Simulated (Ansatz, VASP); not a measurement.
# One calculation of KF, two programs

```
K F
1.0
     3.25895    0.00000    0.00000
     0.00000    3.25895    0.00000
     0.00000    0.00000    3.25895
K F
1 1
Direct
  0.01417 0.01417 0.01417
  0.50000 0.50000 0.50000
```

Alike in both runs: task single point; functional LDA; k mesh 9 × 9 × 9; occupations fermi-dirac, width 0.02 eV; no spin polarisation.

|  | VASP | Ansatz |
| --- | --- | --- |
| version | VASP 6.6.1 | Ansatz 0.2.0 |
| potentials or method | VASP PAW LDA potentials, release 64 (K_sv, F), cutoff 520 eV | all-electron LAPW, scalar-relativistic |

|  | VASP | Ansatz | Ansatz less VASP |
| --- | --- | --- | --- |
| gap on the k mesh at the Fermi level (eV) | 5.92 | 5.93 | +0.006 |
| pressure (GPa) | -5.6 | -5.7 | -0.07 |
| rms of the force components (eV/Å) | 0.017 | 0.014 | -0.0027 |

LDA's correlation is that of Perdew and Zunger in VASP and of Perdew and Wang (1992) in Ansatz. Atom by atom the forces differ by 0.003 eV/Å (rms over components). Ansatz ran all-electron here, and VASP with PAW potentials.
